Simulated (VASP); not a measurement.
Wanted: the native input for a VASP 6.6.1 run.

```
Task                   : single point
Functional             : PBE
Potentials or basis    : VASP PAW PBE potentials, release 64 (Sr_sv, Zn, H)
Cutoff                 : 520 eV
k mesh                 : 4 × 4 × 4
Occupations            : gaussian, width 0.1 eV
Spin                   : no spin polarisation
Dipole correction      : no
Further INCAR settings : ALGO = Normal; EDIFF = 1e-06; NBANDS = 36
```

The structure of Sr3Zn2H lies in POSCAR:

```
Sr3Zn2H
1.0
    6.1822698300      0.0000000000      0.0000000000
    0.0000000000      6.1822698300      0.0000000000
    0.0000000000      0.0000000000      3.8640026400
Sr Zn H
3 2 1
Direct
    0.0000000000      0.5000000000      0.0000000000
    0.5000000000      0.0000000000      0.0000000000
    0.0000000000      0.0000000000      0.0000000000
    0.5000000000      0.5000000000      0.5000000000
    0.5000000000      0.5000000000      0.0000000000
    0.0000000000      0.0000000000      0.5000000000
```

The cell was built from a structure type or drawn by symmetry, and may not be a known phase.

The input as run:

INCAR

```
SYSTEM = Sr3Zn2H
PREC = Accurate
ENCUT = 520
EDIFF = 1E-6
ISMEAR = 0
SIGMA = 0.1
LREAL = .FALSE.
LASPH = .TRUE.
NELM = 60
ALGO = Normal
ISIF = 2
LWAVE = .FALSE.
LCHARG = .FALSE.
GGA = PE
NBANDS = 36
```

KPOINTS

```
Automatic mesh
0
G
  4 4 4
  0 0 0
```

Potentials or basis: VASP PAW PBE potentials, release 64 (Sr_sv, Zn, H).

The run is started by

```console
$ cat potpaw_PBE.64/Sr_sv/POTCAR potpaw_PBE.64/Zn/POTCAR potpaw_PBE.64/H/POTCAR > POTCAR
$ mpirun -np 1 vasp_std > vasp.out
```

Results of the run:

The pressure is 18.0 GPa and the band gap on the k mesh is zero (an odd number of electrons rules out a gap without spin polarisation).

Caveat: the k points lie up to 0.41 Å⁻¹ apart, too coarse for converged energies and pressures of a metal.

Wall time 2.1 min on 1 thread of Oxide Virtual Turin-like Processor (shared host), peak memory 0.26 GiB.
